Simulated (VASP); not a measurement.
Write the native input for VASP 6.6.1 that does the following.

```yaml
Task: single point
Functional: PBE
Potentials_or_basis: VASP PAW PBE potentials, release 64 (Cd, Se)
Cutoff: 520 eV
k_mesh: 8 × 8 × 8
Occupations: fermi-dirac, width 0.02 eV
Spin: no spin polarisation
Dipole_correction: no
Further_INCAR_settings: ALGO = Normal; EDIFF = 1e-06; NBANDS = 16
```

The structure of CdSe lies in POSCAR:

```
CdSe
1.0
   -0.0641166222      3.0677809647      3.0677809647
    3.0677809647     -0.0641166222      3.0677809647
    3.0036643426      3.0036643426      0.0000000000
Cd Se
1 1
Direct
   -0.0044376569     -0.0044376569      0.0044376569
    0.2544376569      0.2544376569      0.2455623431
```

This cell differs from its parent crystal: shear xy strain -4.2%.

One way to write it, as run:

INCAR

```
SYSTEM = CdSe
PREC     = Accurate       ! precision mode
ENCUT    = 520            ! plane-wave cutoff, eV
EDIFF    = 1E-6           ! SCF threshold, eV
ISMEAR   = -1             ! smearing method
SIGMA    = 0.02           ! smearing width, eV
LREAL    = .FALSE.        ! projectors in reciprocal space
LASPH    = .TRUE.         ! aspherical terms in the spheres
NELM     = 60             ! most SCF steps
ALGO     = Normal         ! electronic algorithm
ISIF     = 2              ! what is computed and relaxed
LWAVE    = .FALSE.        ! write WAVECAR
LCHARG   = .TRUE.         ! write CHGCAR
GGA      = PE             ! functional
LELF     = .TRUE.         ! ELF
LVHAR    = .TRUE.       
NBANDS   = 16             ! bands
```

KPOINTS

```
Automatic mesh
0
G
  8 8 8
  0 0 0
```

Potentials or basis: VASP PAW PBE potentials, release 64 (Cd, Se).

The run is started by

```sh
$ cat potpaw_PBE.64/Cd/POTCAR potpaw_PBE.64/Se/POTCAR > POTCAR
$ mpirun -np 1 vasp_std > vasp.out
```

Results of the run:

```json
{"Pressure": "1.7 GPa", "Largest force": "0.003 eV/Å", "Band gap on the k mesh": "0.45 eV, direct"}
```

Caveat: the cell differs from its parent crystal (shear xy strain -4.2%).

It took 25 s on 1 thread of Intel(R) Xeon(R) Platinum 8559C (Emerald Rapids) (shared host), peak memory 0.23 GiB.
